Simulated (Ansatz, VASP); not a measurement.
ZnO in VASP and in Ansatz

```
Zn O
1.0
     3.29778    0.00000    0.00000
    -1.64889    2.85596    0.00000
     0.00000    0.00000    4.90123
Zn O
2 2
Direct
  0.66667 0.33333 0.48829
  0.33333 0.66667 0.98829
  0.66667 0.33333 0.89202
  0.33333 0.66667 0.39202
```

Alike in both runs: task single point; functional PBEsol; k mesh 12 × 12 × 6; occupations gaussian, width 0.02 eV; no spin polarisation.

|  | VASP | Ansatz |
| --- | --- | --- |
| version | VASP 6.6.1 | Ansatz 0.2.0 |
| potentials or method | VASP PAW PBE potentials, release 64 (Zn, O), cutoff 520 eV | scalar-relativistic, plane waves, PAW |
| valence electrons in the cell | 36 | 36 |

```tsv
	VASP	Ansatz	Ansatz less VASP
gap on the k mesh at the Fermi level (eV)	0.80	0.82	+0.015
least direct gap on the mesh (eV)	0.80	0.82	+0.015
pressure (GPa)	3.2	2.2	-1.05
traceless stress, the component that is largest in VASP (GPa)	4.36	4.37	+0.003
rms of the force components (eV/Å)	0.008	0.000	-0.0074
```

VASP's potentials were made for PBE, not for PBEsol. Atom by atom the forces differ by 0.007 eV/Å (rms over components).
